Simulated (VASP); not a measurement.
A run of VASP 6.6.1 is set up as follows.

The input INCAR:

```
ALGO = Normal
EDIFF = 1E-6
ENCUT = 520
GGA = PS
ISIF = 2
ISMEAR = 0
LASPH = T
LCHARG = F
LREAL = F
LWAVE = F
NBANDS = 20
NELM = 60
PREC = Accurate
SIGMA = 0.05
```

KPOINTS

```
k-points
0
Gamma
  6 6 4
```

POSCAR

```
SnSe2
1.0
    3.8109987816      0.0000000000      0.0000000000
   -1.9054993908      3.3004217586      0.0000000000
    0.0000000000      0.0000000000      6.1370000000
Sn Se
1 2
Direct
    0.0000000000      0.0000000000      0.0000000000
    0.2455331159      0.6023924466      0.2255580903
    0.6666666667      0.3333333333      0.7500000000
```

Potentials or basis: VASP PAW PBE potentials, release 64 (Sn_d, Se).

Launch:

```bash
$ cat potpaw_PBE.64/Sn_d/POTCAR potpaw_PBE.64/Se/POTCAR > POTCAR
$ mpirun -np 1 vasp_std > vasp.out
```

(1) What does it give for the pressure?

(2) Predict the band gap on the k mesh.

Results:

(1) 7.2 GPa.

(2) 0.39 eV, indirect (least direct gap 0.88 eV).

Caveat: the cell differs from its parent crystal (atom 2 (Se) moved by (-0.300, -0.150) A along [1 1 0] and z); the PAW data sets were made with another functional, which shifts forces and pressure a little; spin-orbit coupling is left out, which moves the levels of the heavy elements.
